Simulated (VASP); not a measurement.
Wanted: the native input for a VASP 6.6.1 run.

| Property | Result |
| --- | --- |
| Task | single point |
| Functional | PBE |
| Potentials or basis | VASP PAW PBE potentials, release 64 (Be, B) |
| Cutoff | 520 eV |
| k mesh | 8 × 8 × 8 |
| Occupations | gaussian, width 0.005 eV |
| Spin | no spin polarisation |
| Dipole correction | no |
| Further INCAR settings | ALGO = Normal; EDIFF = 1e-07; NBANDS = 10 |

The structure of BeB lies in POSCAR:

```
BeB
1.0
    0.0000000000      1.9666366700      1.9666366700
    1.9666366700      0.0000000000      1.9666366700
    1.9666366700      1.9666366700      0.0000000000
Be B
1 1
Direct
    0.0195340000     -0.0043910000     -0.0095990000
    0.2767160000      0.2499000000      0.2211710000
```

One way to write it, as run:

INCAR

```
  PREC = Accurate
  ENCUT = 520
  EDIFF = 1E-7
  ISMEAR = 0
  SIGMA = 0.005
  LREAL = False
  LASPH = True
  NELM = 100
  ALGO = Normal
  ISIF = 2
  LWAVE = False
  LCHARG = True
  GGA = PE
  LELF = True
  LVHAR = True
  NBANDS = 10
```

KPOINTS

```
Automatic mesh
0
Gamma
  8 8 8
```

Potentials or basis: VASP PAW PBE potentials, release 64 (Be, B).

Launch:

```console
$ cat potpaw_PBE.64/Be/POTCAR potpaw_PBE.64/B/POTCAR > POTCAR
$ mpirun -np 1 vasp_std > vasp.out
```

It gave:

The pressure is 62.3 GPa. The largest force is 0.588 eV/Å.

Wall time 22 s on 1 thread of Intel(R) Xeon(R) Platinum 8488C (Sapphire Rapids) (shared host), peak memory 0.16 GiB.
